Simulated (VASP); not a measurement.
AlIn2Sb3: single point with PBE

The system is AlIn2Sb3.

```
Al In Sb
1.0
    -2.29413    2.29413    9.75930
     2.29413   -2.29413    9.75930
     2.29413    2.29413   -9.75930
Al In Sb
1 2 3
Direct
  0.50000 0.50000 0.00000
  0.83677 0.83677 0.00000
  0.16323 0.16323 0.00000
  0.57575 0.07575 0.50000
  0.25000 0.75000 0.50000
  0.92425 0.42425 0.50000
```

| Quantity | Value |
| --- | --- |
| Program | VASP 6.6.1 |
| Task | single point |
| Functional | PBE |
| Potentials or basis | VASP PAW PBE potentials, release 64 (Al, In_d, Sb) |
| Cutoff | 520 eV |
| k mesh | 6 × 6 × 6 |
| Occupations | gaussian, width 0.1 eV |
| Spin | no spin polarisation |
| Dipole correction | no |
| Further INCAR settings | ALGO = Normal; EDIFF = 1e-06; NBANDS = 31 |

```
Pressure               : 0.0 GPa
Largest force          : 0.021 eV/Å
Band gap on the k mesh : zero (filled and empty bands touch)
```

Forces on the atoms (eV/Å):
```
Al   0.000  0.000  0.000
In   0.000  0.000 -0.007
In   0.000  0.000  0.007
Sb   0.000  0.000  0.021
Sb   0.000  0.000  0.000
Sb   0.000  0.000 -0.021
```

Stress tensor (GPa, compression positive):
```
 0.06  0.00  0.00
 0.00  0.06  0.00
 0.00  0.00 -0.06
```

Levels at points of the mesh, in eV from the Fermi level:
```tsv
k point	band 18	band 19	band 20	band 21	band 22	band 23	band 24	band 25	band 26	band 27
(0.00, 0.00, 0.00)	-1.58	-1.58	-0.17	-0.07	-0.03	-0.03	1.23	1.29	2.14	2.30
(0.50, 0.00, 0.00)	-2.19	-1.39	-0.97	-0.85	-0.77	0.58	1.64	1.90	3.55	3.68
(0.50, 0.50, 0.00)	-2.60	-2.48	-2.48	-2.12	-2.12	1.23	1.34	2.61	2.64	2.74
(0.50, 0.50, 0.50)	-2.21	-0.94	-0.94	-0.68	-0.68	1.13	1.26	1.93	2.00	2.36
```

It took 19 min on 1 thread of Intel(R) Xeon(R) Platinum 8375C CPU @ 2.90GHz (Ice Lake) (shared host), peak memory 1 GiB.

Caveat: semilocal functionals underestimate gaps, and a narrow one can read as zero; spin-orbit coupling is left out, which moves the levels of the heavy elements.
